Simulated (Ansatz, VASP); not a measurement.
In4Ru in VASP and in Ansatz

```
In Ru
1.0
     4.75828    0.00000    0.00000
     0.00000    4.75828    0.00000
     0.00000    0.00000    4.75828
In Ru
4 1
Direct
  0.50000 0.50000 0.50000
  0.00000 0.50000 0.50000
  0.50000 0.00000 0.50000
  0.50000 0.50000 0.00000
  0.00000 0.00000 0.00000
```

Change from the starting cell: species swapped into the Mn4N type (Pm-3m, No. 221).

Alike in both runs: task relaxation of cell and atoms; functional PBE; k mesh 4 × 4 × 4; occupations gaussian, width 0.2 eV; no spin polarisation.

```csv
,VASP,Ansatz
version,VASP 6.6.1,Ansatz 0.2.0
potentials or method,"VASP PAW PBE potentials, release 64 (In_d, Ru_pv), cutoff 600 eV","scalar-relativistic, plane waves, PAW"
valence electrons in the cell,66,68
```

```tsv
	VASP	Ansatz	Ansatz less VASP
gap on the k mesh at the Fermi level, each at its own relaxed structure (eV)	none	none	-
relaxed volume (Å³/atom)	31.54	30.86	-0.685
relaxed cell length with the largest relative difference (Å)	5.403	5.364	-0.0394
```

A gap of «none» marks a metal or a gap that the smearing closes. VASP's potentials hold 66 valence electrons a cell and Ansatz's 68, so a difference there can come from the potentials and not from the codes.

Noted on VASP's run: the volume moved by over 15 % at a fixed basis, so the end points are rough.
